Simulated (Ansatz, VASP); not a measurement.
# One calculation of Ba, two programs

INCAR

```
SYSTEM = Ba
ALGO = Fast
EDIFF = 1E-6
ENCUT = 520
ISIF = 2
ISMEAR = 0
LASPH = .True.
LCHARG = .False.
LREAL = .False.
LWAVE = .False.
NBANDS = 11
NELM = 80
PREC = Accurate
SIGMA = 0.15
```

Contents of KPOINTS:

```
k-points
0
Gamma
  12 12 12
  0 0 0
```

Contents of POSCAR:

```
Ba
1.0
    3.9177175405      0.0000000000      0.0000000000
    0.0000000000      3.9177175405      0.0000000000
    0.0000000000      0.0000000000      3.8001860143
Ba
1
Direct
    0.0000000000      0.0000000000      0.0000000000
```

Input for Ansatz:

```yaml
crystal:
  lattice:
    - [3.9177175405, 0.0, 0.0]
    - [0.0, 3.9177175405, 0.0]
    - [0.0, 0.0, 3.8001860143]
  atoms:
    - { symbol: Ba, position: [0.0, 0.0, 0.0] }
basis:
  ecutwfc: 420
kpoints:
  mp_grid: { grid: [12, 12, 12] }
hamiltonian:
  xc: lda
scf:
  occupations: { method: gaussian, width: 0.15 }
output:
  forces: true
  stress: true
  eigenvalues: true
```

Change from the starting cell: strain +0.000 along x and y, -0.030 along z, atoms carried along.

Alike in both runs: task single point; functional LDA; k mesh 12 × 12 × 12; occupations gaussian, width 0.15 eV; no spin polarisation.

```csv
,VASP,Ansatz
version,VASP 6.6.1,Ansatz 0.2.0
potentials or method,"VASP PAW LDA potentials, release 64 (Ba_sv), cutoff 520 eV","scalar-relativistic, plane waves, PAW"
valence electrons in the cell,10,10
```

```csv
,VASP,Ansatz,Ansatz less VASP
gap on the k mesh at the Fermi level (eV),none,none,-
pressure (GPa),-0.9,-1.0,-0.12
"traceless stress, the component that is largest in VASP (GPa)",0.60,0.58,-0.022
```

LDA's correlation is that of Perdew and Zunger in VASP and of Perdew and Wang (1992) in Ansatz. A gap of «none» marks a metal or a gap that the smearing closes.

Neither program's run includes spin-orbit coupling.
